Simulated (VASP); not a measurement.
A run of VASP 6.6.1 is set up as follows.

INCAR

```
  PREC = Accurate
  ENCUT = 520
  EDIFF = 1E-7
  ISMEAR = 0
  SIGMA = 0.03
  LREAL = F
  LASPH = T
  NELM = 100
  ALGO = Normal
  ISIF = 2
  LWAVE = F
  LCHARG = F
  GGA = PE
  NBANDS = 27
```

File KPOINTS:

```
regular mesh
0
Gamma
  12 12 2
```

Contents of POSCAR:

```
InO
1.0
    3.6262944914      0.0000000000      0.0000000000
   -1.8131472457      3.1404631511      0.0000000000
    0.0000000000      0.0000000000     15.8771000000
In O
2 2
Direct
    0.6666666667      0.3333333333      0.5900210000
    0.6666666667      0.3333333333      0.4099790000
    0.0000000000      0.0000000000      0.6398670000
    0.0000000000      0.0000000000      0.3601330000
```

Potentials or basis: VASP PAW PBE potentials, release 64 (In_d, O).

Run with:

```bash
$ cat potpaw_PBE.64/In_d/POTCAR potpaw_PBE.64/O/POTCAR > POTCAR
$ mpirun -np 1 vasp_std > vasp.out
```

Q: Predict the largest force.

A: 0.699 eV/Å.

Q: Estimate the band gap on the k mesh.

A: 0.30 eV, indirect (least direct gap 0.74 eV).

Forces in eV/Å, atoms in the order of the input:
```
In   0.000  0.000  0.699
In   0.000  0.000 -0.699
O    0.000  0.000 -0.685
O    0.000  0.000  0.685
```

Caveat: the cell differs from its parent crystal (strain +0.050 along x and y, +0.000 along z); spin-orbit coupling is left out, which moves the levels of the heavy elements.
